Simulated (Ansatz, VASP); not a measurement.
# Si in VASP and in Ansatz

INCAR

```
ALGO = Normal
EDIFF = 1E-7
ENCUT = 520
GGA = PE
ISIF = 2
ISMEAR = 0
LASPH = T
LCHARG = F
LREAL = F
LWAVE = F
NBANDS = 11
NELM = 100
PREC = Accurate
SIGMA = 0.05
```

Contents of KPOINTS:

```
k-points
0
Gamma
  10 10 10
```

The input POSCAR:

```
Si
1.0
    0.0135773500      2.7154700000      2.7154700000
    2.7290473500      0.0000000000      2.7290473500
    2.7154700000      2.7154700000      0.0135773500
Si
2
Direct
    0.5000000000      0.5000000000      0.5000000000
    0.7500000000      0.7500000000      0.7500000000
```

Input for Ansatz:

```yaml
crystal:
  lattice:
    - [0.01357735, 2.71547, 2.71547]
    - [2.72904735, 0.0, 2.72904735]
    - [2.71547, 2.71547, 0.01357735]
  atoms:
    - { symbol: Si, position: [0.5, 0.5, 0.5] }
    - { symbol: Si, position: [0.75, 0.75, 0.75] }
basis:
  ecutwfc: 420
kpoints:
  mp_grid: { grid: [10, 10, 10] }
hamiltonian:
  xc: pbe
scf:
  occupations: { method: gaussian, width: 0.05 }
output:
  forces: true
  stress: true
  eigenvalues: true
```

Change from the starting cell: strain +0.0100 x Voigt [0, 0, 0, 0, 1, 0], atoms carried along.

Alike in both runs: task single point; functional PBE; k mesh 10 × 10 × 10; occupations gaussian, width 0.05 eV; no spin polarisation.

```csv
,VASP,Ansatz
version,VASP 6.6.1,Ansatz 0.2.0
potentials or method,"VASP PAW PBE potentials, release 64 (Si), cutoff 520 eV","scalar-relativistic, plane waves, PAW"
valence electrons in the cell,8,8
```

|  | VASP | Ansatz | Ansatz less VASP |
| --- | --- | --- | --- |
| gap on the k mesh at the Fermi level (eV) | 0.57 | 0.56 | -0.002 |
| least direct gap on the mesh (eV) | 2.48 | 2.47 | -0.005 |
| pressure (GPa) | 1.9 | 2.0 | +0.08 |
| traceless stress, the component that is largest in VASP (GPa) | -1.05 | -1.05 | +0.003 |
| rms of the force components (eV/Å) | 0.057 | 0.058 | +0.0003 |

Atom by atom the forces differ by 0.000 eV/Å (rms over components).
